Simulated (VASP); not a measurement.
# BaTe (P6_3/mmc) in VASP: further runs

BaTe is run at these levels: PBE; tasks: single point.

All numbers are computed with VASP 6.6.1; they aren't measurements. Logs are shortened: lines on timing, memory, paths and dates and some standing lists are left out, and cuts for length are marked.

## (1) The cell of the first run

It takes space group P6_3/mmc (No. 194, hexagonal). The conventional cell has a = 4.787 Å, b = 4.787 Å, c = 8.452 Å, α = 90.00°, β = 90.00°, γ = 120.00°. Ba (site symmetry -3m) has 6 Te at 3.48 Å and 2 Ba at 4.23 Å within 4.6 Å. Te (site symmetry -6m2) has 6 Ba at 3.48 Å within 4.6 Å.

## (2) Single point, PBE (41.94 Å³/atom)

Contents of INCAR:

```
ALGO = Normal
EDIFF = 1E-7
ENCUT = 520
GGA = PE
ISIF = 2
ISMEAR = 0
LASPH = True
LCHARG = False
LREAL = False
LWAVE = False
NBANDS = 24
NELM = 80
PREC = Accurate
SIGMA = 0.02
```

Contents of KPOINTS:

```
k-points
0
Gamma
  6 6 4
```

Contents of POSCAR:

```
BaTe
1.0
    4.7871219005      0.0000000000      0.0000000000
   -2.3935609502      4.1457691768      0.0000000000
    0.0000000000      0.0000000000      8.4523740042
Ba Te
2 2
Direct
    0.0000000000      0.0000000000      0.0000000000
    0.0000000000      0.0000000000      0.5000000000
    0.3333333333      0.6666666667      0.7500000000
    0.6666666667      0.3333333333      0.2500000000
```

Potentials or basis: VASP PAW PBE potentials, release 64 (Ba_sv, Te).

The run is started by

```console
$ cat potpaw_PBE.64/Ba_sv/POTCAR potpaw_PBE.64/Te/POTCAR > POTCAR
$ mpirun -np 1 vasp_std > vasp.out
```

OUTCAR:

```text
EDIFF = 1E-7
   ENCUT = 520
   GGA = PE
   ISIF = 2
   ISMEAR = 0
   LASPH = True
   LREAL = False
   NELM = 80
   PREC = Accurate

 ion  position               nearest neighbor table
   1  0.000  0.000  0.000-   3 3.48   4 3.48   3 3.48   4 3.48   4 3.48   3 3.48   2 4.23   2 4.23

   2  0.000  0.000  0.500-   3 3.48   4 3.48   3 3.48   4 3.48   4 3.48   3 3.48   1 4.23   1 4.23

   3  0.333  0.667  0.750-   1 3.48   2 3.48   1 3.48   2 3.48   1 3.48   2 3.48
   4  0.667  0.333  0.250-   1 3.48   2 3.48   1 3.48   2 3.48   1 3.48   2 3.48

  LATTYP: Found a hexagonal cell.
 ALAT       =     4.7871219005
 C/A-ratio  =     1.7656483749

  Lattice vectors:

 A1 = (   4.7871219005,   0.0000000000,   0.0000000000)
 A2 = (  -2.3935609502,   4.1457691768,   0.0000000000)
 A3 = (   0.0000000000,   0.0000000000,   8.4523740042)

Analysis of symmetry for initial positions (statically):
=====================================================================
 Subroutine PRICEL returns:
 Original cell was already a primitive cell.

 Routine SETGRP: Setting up the symmetry group for a
 hexagonal supercell.

 Subroutine GETGRP returns: Found 24 space group operations
 (whereof 12 operations were pure point group operations)
 out of a pool of 24 trial point group operations.

The static configuration has the point symmetry D_3d.
 The point group associated with its full space group is D_6h.

Analysis of symmetry for dynamics (positions and initial velocities):
=====================================================================
 Subroutine PRICEL returns:
 Original cell was already a primitive cell.

 Routine SETGRP: Setting up the symmetry group for a
 hexagonal supercell.

 Subroutine GETGRP returns: Found 24 space group operations
 (whereof 12 operations were pure point group operations)
 out of a pool of 24 trial point group operations.

The dynamic configuration has the point symmetry D_3d.
 The point group associated with its full space group is D_6h.

 Subroutine INISYM returns: Found 24 space group operations
 (whereof 12 operations are pure point group operations),
 and found     1 'primitive' translations

----------------------------------------------------------------------------------------

                                     Primitive cell

  volume of cell :     167.7484

  direct lattice vectors                    reciprocal lattice vectors
     4.787121900  0.000000000  0.000000000     0.208893782  0.120604881  0.000000000
    -2.393560950  4.145769177  0.000000000     0.000000000  0.241209763  0.000000000
     0.000000000  0.000000000  8.452374004     0.000000000  0.000000000  0.118309956

  length of vectors
     4.787121900  4.787121900  8.452374004     0.241209763  0.241209763  0.118309956

  position of ions in fractional coordinates (direct lattice)
     0.000000000  0.000000000  0.000000000
     0.000000000  0.000000000  0.500000000
     0.333333333  0.666666667  0.750000000
     0.666666667  0.333333333  0.250000000

  ion indices of the primitive-cell ions
   primitive index   ion index
                 1           1
                 2           2
                 3           3
                 4           4

----------------------------------------------------------------------------------------

 KPOINTS: k-points

Automatic generation of k-mesh.
 Grid dimensions read from file:
 generate k-points for:    6    6    4

 Generating k-lattice:

  Cartesian coordinates                     Fractional coordinates (reciprocal lattice)
     0.034815630  0.020100814  0.000000000     0.166666667  0.000000000  0.000000000
     0.000000000  0.040201627  0.000000000     0.000000000  0.166666667  0.000000000
     0.000000000  0.000000000  0.029577489     0.000000000  0.000000000  0.250000000

  Length of vectors
     0.040201627  0.040201627  0.029577489

  Shift w.r.t. Gamma in fractional coordinates (k-lattice)
     0.000000000  0.000000000  0.000000000

 Subroutine IBZKPT returns following result:
 ===========================================

 Found     21 irreducible k-points:

 Following reciprocal coordinates:
            Coordinates               Weight
  0.000000  0.000000  0.000000      1.000000
  0.166667  0.000000  0.000000      6.000000
  0.333333 -0.000000  0.000000      6.000000
  0.500000  0.000000  0.000000      3.000000
  0.166667  0.166667  0.000000      6.000000
  0.333333  0.166667  0.000000     12.000000
[... 13 lines left out ...]
  0.333333  0.166667  0.500000     12.000000
  0.333333  0.333333  0.500000      2.000000
   k-points           NKPTS =     21   k-points in BZ     NKDIM =     21   number of bands    NBANDS=     24
   number of dos      NEDOS =    301   number of ions     NIONS =      4
   total plane-waves  NPLWV =  82944
   dimension x,y,z NGX =    36 NGY =   36 NGZ =   64
   dimension x,y,z NGXF=    72 NGYF=   72 NGZF=  128
   ions per type =               2   2
   NGX,Y,Z   is equivalent  to a cutoff of  12.50, 12.50, 12.59 a.u.
   NGXF,Y,Z  is equivalent  to a cutoff of  25.00, 25.00, 25.18 a.u.
 SYSTEM =  unknown system
   PREC   = accura    normal or accurate (medium, high low for compatibility)
   ISTART =      0    job   : 0-new  1-cont  2-samecut
   ICHARG =      2    charge: 1-file 2-atom 10-const
   ISPIN  =      1    spin polarized calculation?
   LNONCOLLINEAR =      F non collinear calculations
   LSORBIT =      F    spin-orbit coupling
   LASPH  =      T    aspherical Exc in radial PAW
   ENCUT  =  520.0 eV  38.22 Ry    6.18 a.u.   8.90  8.90 15.72*2*pi/ulx,y,z
   NELM   =     80;   NELMIN=  2; NELMDL= -5     # of ELM steps
   EDIFF  = 0.1E-06   stopping-criterion for ELM
   LREAL  =      F    real-space projection
   EDIFFG = 0.1E-05   stopping-criterion for IOM
   NSW    =      0    number of steps for IOM
   IBRION =     -1    ionic relax: 0-MD 1-quasi-New 2-CG
   NFREE  =      0    steps in history (QN), initial steepest desc. (CG)
   ISIF   =      2    stress and relaxation
   ISYM   =      2    0-nonsym 1-usesym 2-fastsym
   POTIM  = 0.5000    time-step for ionic-motion
   TEBEG  =    0.0;   TEEND  =   0.0 temperature during run
   PSTRESS=    0.0 pullay stress
   NELECT =      32.0000    total number of electrons
   NUPDOWN=      -1.0000    fix difference up-down
   EMIN   =  10.00;   EMAX   =-10.00  energy-range for DOS
   EFERMI =   0.00;   METHOD = LEGACY
   ISMEAR =     0;   SIGMA  =   0.02  broadening in eV -4-tet -1-fermi 0-gaus
   EFERMI_NEDOS =   21; number of points for ismear=-14 and -15
   IALGO  =     38    algorithm
   IMIX   =      4    mixing-type and parameters
     AMIX     =   0.40;   BMIX     =  1.00
     AMIX_MAG =   1.60;   BMIX_MAG =  1.00
  volume/ion in A,a.u.               =      41.94       283.01
  Fermi-wavevector in a.u.,A,eV,Ry     =   0.942407  1.780892 12.083767  0.888132
  Thomas-Fermi vector in A             =   2.070014
   LORBIT       =      0    0 simple, 1 ext, 2 COOP (PROOUT), +10 PAW based schemes
   GGA     = PE    functional components
   LHFCALC =     F    Hartree Fock is set to
   AEXX    =    0.0000 exact exchange contribution
   IVDW    =     0    specifies the selected vdW correction
   LEPSILON=     F    determine dielectric tensor
   LRPA    =     F    only Hartree local field effects (RPA)
 non-spin polarized calculation
 Gauss-broadening in eV      SIGMA  =   0.02
  energy-cutoff  :      520.00
  volume of cell :      167.75
 maximum number of plane-waves:      4548
 NGX is ok and might be reduce to    36
   NGX = 17   NGY = 17   NGZ = 31

 number of electron      31.9999998 magnetization

 Free energy of the ion-electron system (eV)
  ---------------------------------------------------
  ext. energy  EPLUGINS =         0.00000000
  ---------------------------------------------------
  free energy    TOTEN  =       -16.87691173 eV

  energy without entropy =      -16.87691173  energy(sigma->0) =      -16.87691173

 E-fermi :   2.6882     XC(G=0):  -8.3174

 val. band max:        2.5506670075   @ k =   0.0000   0.0000   0.0000
 cond. band min:       4.1098275536   @ k =   0.5000   0.0000   0.0000
 fundamental gap:      1.5591605461
 Fermi energy:         2.6882455010

 k-point     1 :       0.0000    0.0000    0.0000
  band No.  band energies     occupation
      1     -24.6337      2.00000
      2     -24.6029      2.00000
      3     -10.3775      2.00000
      4      -9.7953      2.00000
      5      -9.7953      2.00000
      6      -9.7359      2.00000
[... 16 lines left out ...]
     23       6.8100      0.00000
     24       7.7901      0.00000

 k-point     2 :       0.1667    0.0000    0.0000
  band No.  band energies     occupation
      1     -24.6302      2.00000
      2     -24.5998      2.00000
      3     -10.3224      2.00000
      4      -9.9145      2.00000
      5      -9.8111      2.00000
      6      -9.7950      2.00000
[... 16 lines left out ...]
     23       7.6428      0.00000
     24       7.6808      0.00000

 k-point     3 :       0.3333   -0.0000    0.0000
  band No.  band energies     occupation
      1     -24.6231      2.00000
      2     -24.5936      2.00000
      3     -10.2241      2.00000
      4     -10.0980      2.00000
      5      -9.9088      2.00000
      6      -9.8421      2.00000
[... 16 lines left out ...]
     23       7.6341      0.00000
     24       7.8662      0.00000
[... 433 lines left out ...]
 k-point    20 :       0.3333    0.1667    0.5000
  band No.  band energies     occupation
      1     -24.6051      2.00000
      2     -24.6051      2.00000
      3     -10.0680      2.00000
      4     -10.0680      2.00000
      5      -9.8986      2.00000
      6      -9.8986      2.00000
[... 16 lines left out ...]
     23       7.9036      0.00000
     24       7.9036      0.00000

 k-point    21 :       0.3333    0.3333    0.5000
  band No.  band energies     occupation
      1     -24.6034      2.00000
      2     -24.6034      2.00000
      3     -10.0346      2.00000
      4     -10.0346      2.00000
      5      -9.9369      2.00000
      6      -9.9369      2.00000
[... 16 lines left out ...]
     23       7.5001      0.00000
     24       7.5001      0.00000

------------------------ aborting loop because EDIFF is reached ----------------------------------------

  FORCE on cell =-STRESS in cart. coord.  units (eV):
  Direction    XX          YY          ZZ          XY          YZ          ZX
  --------------------------------------------------------------------------------------
  -------------------------------------------------------------------------------------
  Total        2.4504101      2.4504101      2.5628561      0.0000000     -0.0000000      0.0000000
  in kB       23.4040512     23.4040512     24.4780315      0.0000000     -0.0000000      0.0000000
  external PRESSURE =      23.7620447 kB  Pullay stress =       0.0000000 kB

 VOLUME and BASIS-vectors are now :
 -----------------------------------------------------------------------------
  energy-cutoff  :      520.00
  volume of cell :      167.75
      direct lattice vectors                 reciprocal lattice vectors
     4.787121900  0.000000000  0.000000000     0.208893782  0.120604881  0.000000000
    -2.393560950  4.145769177  0.000000000     0.000000000  0.241209763  0.000000000
     0.000000000  0.000000000  8.452374004     0.000000000  0.000000000  0.118309956

 POSITION                                       TOTAL-FORCE (eV/Angst)
 -----------------------------------------------------------------------------------
      0.00000      0.00000      0.00000        -0.000000      0.000000     -0.000000
      0.00000      0.00000      4.22619        -0.000000      0.000000     -0.000000
     -0.00000      2.76385      6.33928         0.000000     -0.000000      0.000000
      2.39356      1.38192      2.11309        -0.000000      0.000000     -0.000000
 -----------------------------------------------------------------------------------
    total drift:                               -0.000000      0.000000     -0.000000

  FREE ENERGIE OF THE ION-ELECTRON SYSTEM (eV)
  ---------------------------------------------------
  free  energy   TOTEN  =       -16.8769117283 eV

  energy  without entropy=      -16.8769117283  energy(sigma->0) =      -16.87691173
```

Run time: 3.2 min. Hardware: 1 thread of Intel Xeon 8259CL, shared host; peak memory 0.31 GiB.

Results:

```yaml
Free_energy: -16.8769 eV
Pressure: 2.4 GPa
Band_gap_on_the_k_mesh: 1.56 eV (least direct gap 1.60 eV)
```

Stress tensor (GPa, compression positive):
```
2.34 0.00 0.00
0.00 2.34 0.00
0.00 0.00 2.45
```

Levels at points of the mesh, in eV from the valence-band top:
```tsv
k point	band 13	band 14	band 15	band 16	band 17	band 18	band 19	band 20
(0.00, 0.00, 0.00)	-1.08	-0.27	0.00	0.00	1.60	2.96	3.03	3.03
(0.50, 0.00, 0.00)	-1.23	-1.12	-0.78	-0.37	1.56	2.92	4.51	4.72
(0.00, 0.00, 0.50)	-0.63	-0.63	-0.63	-0.63	2.98	2.98	3.58	3.58
(0.50, 0.00, 0.50)	-1.09	-1.09	-0.83	-0.83	2.41	2.41	4.28	4.28
```

Caveat: spin-orbit coupling is left out, which moves the levels of the heavy elements. A k mesh can miss the band edges.

## (3) Single point, PBE (43.28 Å³/atom)

This run uses another cell than the first one, of 43.28 Å³/atom.

Contents of INCAR:

```
SYSTEM = BaTe
ALGO = Normal
EDIFF = 1E-6
ENCUT = 520
GGA = PE
ISIF = 2
ISMEAR = 0
LASPH = .TRUE.
LCHARG = .TRUE.
LELF = .TRUE.
LREAL = .FALSE.
LVHAR = .TRUE.
LWAVE = .FALSE.
NBANDS = 24
NELM = 60
PREC = Accurate
SIGMA = 0.02
```

Contents of KPOINTS:

```
k-points
0
G
  6 6 4
  0 0 0
```

Contents of POSCAR:

```
BaTe
1.0
    4.8483718626      0.0000000000      0.0000000000
   -2.4241859313      4.1988132000      0.0000000000
    0.0000000000      0.0000000000      8.5031475506
Ba Te
2 2
Direct
    0.0000000000      0.0000000000      0.0000000000
    0.0000000000      0.0000000000      0.5000000000
    0.3333333333      0.6666666667      0.7500000000
    0.6666666667      0.3333333333      0.2500000000
```

Potentials or basis: VASP PAW PBE potentials, release 64 (Ba_sv, Te).

The run is started by

```console
$ cat potpaw_PBE.64/Ba_sv/POTCAR potpaw_PBE.64/Te/POTCAR > POTCAR
$ mpirun -np 1 vasp_std > vasp.out
```

It took 3.1 min on 1 thread of Intel Xeon 8259CL, shared host; peak memory 0.31 GiB.

Results (log left out):

```
Free energy            : -16.9369 eV
Pressure               : 1.3 GPa
Band gap on the k mesh : 1.62 eV (least direct gap 1.67 eV)
```

Stress tensor (GPa, compression positive):
```
1.21 0.00 0.00
0.00 1.21 0.00
0.00 0.00 1.42
```

Levels at points of the mesh, in eV from the valence-band top:
| k point | band 13 | band 14 | band 15 | band 16 | band 17 | band 18 | band 19 | band 20 |
| --- | --- | --- | --- | --- | --- | --- | --- | --- |
| (0.00, 0.00, 0.00) | -1.03 | -0.25 | 0.00 | 0.00 | 1.67 | 2.84 | 3.04 | 3.04 |
| (0.50, 0.00, 0.00) | -1.16 | -1.08 | -0.77 | -0.37 | 1.62 | 2.97 | 4.49 | 4.61 |
| (0.00, 0.00, 0.50) | -0.60 | -0.60 | -0.60 | -0.60 | 2.99 | 2.99 | 3.57 | 3.57 |
| (0.50, 0.00, 0.50) | -1.03 | -1.03 | -0.80 | -0.80 | 2.45 | 2.45 | 4.23 | 4.23 |

Caveat: spin-orbit coupling is left out, which moves the levels of the heavy elements. A k mesh can miss the band edges.
